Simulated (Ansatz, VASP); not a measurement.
Two plane-wave programs on BAs

```
B As
1.0
     5.88834    0.00000    0.00000
     0.00000    5.88834    0.00000
     0.00000    0.00000    3.38959
B As
4 4
Direct
  0.67727 0.67727 0.00000
  0.17727 0.82273 0.50000
  0.82273 0.17727 0.50000
  0.32273 0.32273 0.00000
  0.81861 0.81861 0.50000
  0.18139 0.18139 0.50000
  0.68139 0.31861 0.00000
  0.31861 0.68139 0.00000
```

Alike in both runs: task single point; functional PBE; k mesh 6 × 6 × 8; occupations gaussian, width 0.02 eV; no spin polarisation.

|  | VASP | Ansatz |
| --- | --- | --- |
| version | VASP 6.6.1 | Ansatz 0.2.0 |
| potentials or method | VASP PAW PBE potentials, release 64 (B, As), cutoff 520 eV | scalar-relativistic, plane waves, PAW |
| valence electrons in the cell | 32 | 72 |

Ansatz gave:

| Property | Result |
| --- | --- |
| gap on the k mesh at the Fermi level (eV) | 0.85 |
| least direct gap on the mesh (eV) | 1.17 |
| pressure (GPa) | 0.0 |

Problem. What did VASP give for the same quantities?

Solution. gap on the k mesh at the Fermi level (eV): 0.84; least direct gap on the mesh (eV): 1.17; pressure (GPa): 0.6.

VASP's potentials hold 32 valence electrons a cell and Ansatz's 72, so a difference there can come from the potentials and not from the codes.
